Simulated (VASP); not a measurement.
Ta, 4 atoms in the cell. It takes space group P6_3/mmc (No. 194, hexagonal). Conventional cell: a = 2.977 Å, b = 2.977 Å, c = 10.189 Å, α = 90.00°, β = 90.00°, γ = 120.00°. Ta (site symmetry -3m) has 12 Ta at 2.98 to 3.07 Å within 3.9 Å. Ta (site symmetry -6m2) has 12 Ta at 2.98 to 3.07 Å within 3.9 Å. This isn't the form of Ta at room conditions, which is bcc.

```yaml
Program: VASP 6.6.1
Task: single point
Functional: PBE
Potentials_or_basis: VASP PAW PBE potentials, release 64 (Ta_pv)
Cutoff: 520 eV
k_mesh: 14 × 14 × 4
Occupations: fermi-dirac, width 0.1 eV
Spin: no spin polarisation
Dipole_correction: no
Further_INCAR_settings: ALGO = Normal; EDIFF = 1e-07; NBANDS = 30
```

Potentials or basis: VASP PAW PBE potentials, release 64 (Ta_pv).

The run is started by

```bash
$ cat potpaw_PBE.64/Ta_pv/POTCAR > POTCAR
$ mpirun -np 1 vasp_std > vasp.out
```

Hardware: 1 thread of AMD EPYC 9R45 (Zen 5), with other jobs on the host.

**Question.** How long does it take, and how much memory?

**Answer.** It took 66 s on 1 thread of AMD EPYC 9R45 (Zen 5) (shared host), peak memory 0.24 GiB. Counts: scf iterations 13, k points 72.
